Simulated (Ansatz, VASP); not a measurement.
GaP: VASP beside Ansatz

INCAR

```
SYSTEM = GaP
ALGO     = Normal         ! electronic algorithm
EDIFF    = 1E-6           ! SCF threshold, eV
ENCUT    = 500            ! plane-wave cutoff, eV
GGA      = PE             ! functional
GGA_COMPAT= .FALSE.      
ISIF     = 2              ! what is computed and relaxed
ISMEAR   = 0              ! smearing method
LASPH    = .TRUE.         ! aspherical terms in the spheres
LCHARG   = .FALSE.        ! write CHGCAR
LREAL    = .FALSE.        ! projectors in reciprocal space
LWAVE    = .FALSE.        ! write WAVECAR
NBANDS   = 16             ! bands
NELM     = 120            ! most SCF steps
PREC     = Accurate       ! precision mode
SIGMA    = 0.02           ! smearing width, eV
```

The input KPOINTS:

```
k-points
0
G
  8 8 8
  0 0 0
```

File POSCAR:

```
GaP
1.0
    0.0000000000      2.7533028935      2.7533028935
    2.7533028935      0.0000000000      2.7533028935
    2.7533028935      2.7533028935      0.0000000000
Ga P
1 1
Direct
    0.0000000000      0.0000000000      0.0000000000
    0.2500000000      0.2500000000      0.2500000000
```

Input for Ansatz:

```yaml
crystal:
  lattice:
    - [0.0, 2.7533028935, 2.7533028935]
    - [2.7533028935, 0.0, 2.7533028935]
    - [2.7533028935, 2.7533028935, 0.0]
  atoms:
    - { symbol: Ga, position: [0.0, 0.0, 0.0] }
    - { symbol: P, position: [0.25, 0.25, 0.25] }
basis:
  ecutwfc: 420
kpoints:
  mp_grid: { grid: [8, 8, 8] }
  band_path:
    path:
      - [[0.0, 0.0, 0.0], [-0.5, -0.5, 0.0], [-0.375, -0.375, 0.25]]
      - [[-0.375, 0.0, 0.375], [0.0, 0.0, 0.0], [0.0, 0.0, 0.5], [-0.5, -0.25, 0.25], [-0.5, -0.5, 0.0]]
    npoints: 10
hamiltonian:
  xc: pbe
  pseudopotentials: { kind: paw, azcp: { folder: soft_1 } }
scf:
  occupations: { method: gaussian, width: 0.02 }
  n_extra_bands: 7
output:
  forces: true
  stress: true
  eigenvalues: true
```

Alike in both runs: task single point; functional PBE; k mesh 8 × 8 × 8; occupations gaussian, width 0.02 eV; no spin polarisation.

|  | VASP | Ansatz |
| --- | --- | --- |
| version | VASP 6.6.1 | Ansatz 0.2.0 |
| potentials or method | VASP PAW PBE potentials, release 64 (Ga_d, P), cutoff 500 eV | scalar-relativistic, plane waves, PAW |
| valence electrons in the cell | 18 | 18 |

Ansatz gave:

* gap on the k mesh at the Fermi level (eV): 1.58
* least direct gap on the mesh (eV): 1.58
* pressure (GPa): 0.0

**Question.** What did VASP give for the same quantities?

**Answer.** gap on the k mesh at the Fermi level (eV): 1.57; least direct gap on the mesh (eV): 1.57; pressure (GPa): -0.1.
